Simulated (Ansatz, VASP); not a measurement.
PbSe: VASP beside Ansatz

File INCAR:

```
SYSTEM = PbSe
PREC = Accurate
ENCUT = 520
EDIFF = 1E-6
ISMEAR = 0
SIGMA = 0.05
LREAL = .False.
LASPH = .True.
NELM = 80
ALGO = Normal
ISIF = 2
LWAVE = .False.
LCHARG = .True.
GGA = PE
IVDW = 12
LELF = .True.
LVHAR = .True.
NBANDS = 28
```

File KPOINTS:

```
Automatic mesh
0
Gamma
  8 8 6
  0 0 0
```

File POSCAR:

```
PbSe
1.0
    2.2195228877     -6.3179657705      0.0000000000
    2.2195228877      6.3179657705      0.0000000000
    0.0000000000      0.0000000000      4.5840083771
Pb Se
2 2
Direct
    0.6317607300      0.3682392700      0.7500000000
    0.3682392700      0.6317607300      0.2500000000
    0.8612899600      0.1387100400      0.7500000000
    0.1387100400      0.8612899600      0.2500000000
```

Input for Ansatz:

```yaml
crystal:
  lattice:
    - [2.2195228877, -6.3179657705, 0.0]
    - [2.2195228877, 6.3179657705, 0.0]
    - [0.0, 0.0, 4.5840083771]
  atoms:
    - { symbol: Pb, position: [0.63176073, 0.36823927, 0.75] }
    - { symbol: Pb, position: [0.36823927, 0.63176073, 0.25] }
    - { symbol: Se, position: [0.86128996, 0.13871004, 0.75] }
    - { symbol: Se, position: [0.13871004, 0.86128996, 0.25] }
basis:
  ecutwfc: 420
kpoints:
  mp_grid: { grid: [8, 8, 6] }
hamiltonian:
  xc: pbe
  dispersion: d3bj
scf:
  occupations: { method: gaussian, width: 0.05 }
output:
  forces: true
  stress: true
  eigenvalues: true
```

Change from the starting cell: strain +0.030 along x and y, +0.030 along z, atoms carried along.

Alike in both runs: task single point; functional PBE; dispersion D3(BJ); k mesh 8 × 8 × 6; occupations gaussian, width 0.05 eV; no spin polarisation.

|  | VASP | Ansatz |
| --- | --- | --- |
| version | VASP 6.6.1 | Ansatz 0.2.0 |
| potentials or method | VASP PAW PBE potentials, release 64 (Pb_d, Se), cutoff 520 eV | scalar-relativistic, plane waves, PAW |
| valence electrons in the cell | 40 | 60 |

Ansatz gave:

| Quantity | Value |
| --- | --- |
| gap on the k mesh at the Fermi level (eV) | 1.19 |
| least direct gap on the mesh (eV) | 1.28 |
| pressure (GPa) | -2.1 |
| traceless stress, the component that is largest in VASP (GPa) | -0.49 |
| rms of the force components (eV/Å) | 0.124 |

What did VASP give for the same quantities?

gap on the k mesh at the Fermi level (eV): 1.19; least direct gap on the mesh (eV): 1.28; pressure (GPa): -2.1; traceless stress, the component that is largest in VASP (GPa): -0.47; rms of the force components (eV/Å): 0.121.

Atom by atom the forces differ by 0.003 eV/Å (rms over components). VASP's potentials hold 40 valence electrons a cell and Ansatz's 60, so a difference there can come from the potentials and not from the codes. Ansatz's warnings: dispersion switch in reach.

Spin-orbit coupling is off throughout.
